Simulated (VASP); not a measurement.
C:

```xyz
2
Lattice="0.0000 1.7801 1.7801 1.7801 0.0000 1.7801 1.7801 1.7801 0.0000" Properties=species:S:1:pos:R:3 pbc="T T T"
C     0.0000    0.0000    0.0000
C     0.8901    0.8901    0.8901
```

Program: VASP 6.6.1. Alike in all runs: task single point; potentials or basis VASP PAW PBE potentials, release 64 (C); no spin polarisation; cell as given; cutoff (eV) 520.

Task: Order these runs on this cell by their band gap on the k mesh, lowest first.
A. level PBE0; k mesh 8 × 8 × 8; smearing gaussian 0.01 eV; grid for exact exchange (PRECFOCK) Normal; share of exact exchange 0.25
B. level PBE; k mesh 12 × 12 × 12; smearing fermi-dirac 0.02 eV
C. level HSE06; k mesh 8 × 8 × 8; smearing gaussian 0.01 eV; grid for exact exchange (PRECFOCK) Normal; share of exact exchange 0.25; screening parameter 0.2079 1/Å
D. level r2SCAN; k mesh 12 × 12 × 12; smearing gaussian 0.01 eV

Result: B (4.17 eV), D (4.36 eV), C (5.29 eV), A (6.06 eV).

Caveats: the cell stands under tension (at least some runs).

A k mesh can miss the band edges.
